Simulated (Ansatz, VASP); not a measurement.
GaN: VASP beside Ansatz

File POSCAR:

```
GaN
1.0
    3.1799996605      0.0000000000      0.0000000000
   -1.5899998303      2.7539604900      0.0000000000
    0.0000000000      0.0000000000      5.1660000000
Ga N
2 2
Direct
    0.3333333333      0.6666666667      0.0000000000
    0.6666666667      0.3333333333      0.5000000000
    0.3333333333      0.6666666667      0.3750000000
    0.6666666667      0.3333333333      0.8750000000
```

INCAR.step1

```
PREC = Accurate
ENCUT = 520
ISMEAR = 0
SIGMA = 0.05
LREAL = F
LASPH = T
NELM = 100
NBANDS = 26
GGA = PE
ALGO = Normal
EDIFF = 1E-4
LWAVE = T
LCHARG = F
```

Contents of INCAR.step2:

```
PREC = Accurate
ENCUT = 520
EDIFF = 1E-6
ISMEAR = 0
SIGMA = 0.05
LREAL = F
LASPH = T
NELM = 100
ALGO = Normal
ISIF = 2
LWAVE = F
LCHARG = F
METAGGA = R2SCAN
LMIXTAU = T
NBANDS = 26
ISTART = 1
```

File KPOINTS:

```
Automatic mesh
0
Gamma
  12 12 6
```

Input for Ansatz:

```yaml
crystal:
  lattice:
    - [3.1799996605, 0.0, 0.0]
    - [-1.5899998303, 2.75396049, 0.0]
    - [0.0, 0.0, 5.166]
  atoms:
    - { symbol: Ga, position: [0.3333333333, 0.6666666667, 0.0] }
    - { symbol: Ga, position: [0.6666666667, 0.3333333333, 0.5] }
    - { symbol: "N", position: [0.3333333333, 0.6666666667, 0.375] }
    - { symbol: "N", position: [0.6666666667, 0.3333333333, 0.875] }
basis:
  ecutwfc: 500
kpoints:
  mp_grid: { grid: [12, 12, 6] }
hamiltonian:
  xc: r2scan
scf:
  occupations: { method: gaussian, width: 0.05 }
output:
  forces: true
  stress: true
  eigenvalues: true
  write_density: true
  write_potential: true
  elf: true
  volumetric_format: npy
```

Alike in both runs: task single point; functional r2SCAN; k mesh 12 × 12 × 6; occupations gaussian, width 0.05 eV; no spin polarisation.

|  | VASP | Ansatz |
| --- | --- | --- |
| version | VASP 6.6.1 | Ansatz 0.2.0 |
| potentials or method | VASP PAW PBE potentials, release 64 (Ga_d, N), cutoff 520 eV | scalar-relativistic, plane waves, PAW |
| valence electrons in the cell | 36 | 36 |

Ansatz gave:

* gap on the k mesh at the Fermi level (eV): 2.38
* least direct gap on the mesh (eV): 2.38
* pressure (GPa): 1.1
* traceless stress, the component that is largest in VASP (GPa): 1.36
* rms of the force components (eV/Å): 0.082

What did VASP give for the same quantities?

gap on the k mesh at the Fermi level (eV): 2.38; least direct gap on the mesh (eV): 2.38; pressure (GPa): 2.2; traceless stress, the component that is largest in VASP (GPa): 1.31; rms of the force components (eV/Å): 0.079.

VASP's potentials were made for PBE, not for r2SCAN. Atom by atom the forces differ by 0.003 eV/Å (rms over components).
